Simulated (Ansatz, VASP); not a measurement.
## GaN: VASP beside Ansatz

```
CELL_PARAMETERS angstrom
0.00000 -2.24909 -2.15913
0.00000 2.24909 -2.15913
4.31826 0.00000 0.00000
ATOMIC_POSITIONS crystal
Ga 0.50000 0.50000 0.50000
Ga 0.00000 0.00000 0.00000
N 0.00000 0.50000 0.25000
N 0.50000 0.00000 0.75000
```

Change from the starting cell: mode 11 frozen in at +0.000 Å, equal normal strain along x and y -0.0400.

Alike in both runs: task single point; functional PBEsol; k mesh 8 × 8 × 6; occupations gaussian, width 0.05 eV; no spin polarisation.

|  | VASP | Ansatz |
| --- | --- | --- |
| version | VASP 6.6.1 | Ansatz 0.2.0 |
| potentials or method | VASP PAW PBE potentials, release 64 (Ga_d, N), cutoff 520 eV | scalar-relativistic, plane waves, PAW |
| valence electrons in the cell | 36 | 36 |

Ansatz gave:

| Item | Value |
| --- | --- |
| gap on the k mesh at the Fermi level (eV) | 2.15 |
| least direct gap on the mesh (eV) | 2.15 |
| pressure (GPa) | 18.2 |
| traceless stress, the component that is largest in VASP (GPa) | -3.45 |

Question: Which values does VASP return?

Answer: gap on the k mesh at the Fermi level (eV): 2.17; least direct gap on the mesh (eV): 2.17; pressure (GPa): 17.9; traceless stress, the component that is largest in VASP (GPa): -3.50.

VASP's potentials were made for PBE, not for PBEsol, and Ansatz warns of the same on its side. With one functional, cell and mesh, what is left measures potentials, basis and numerics.
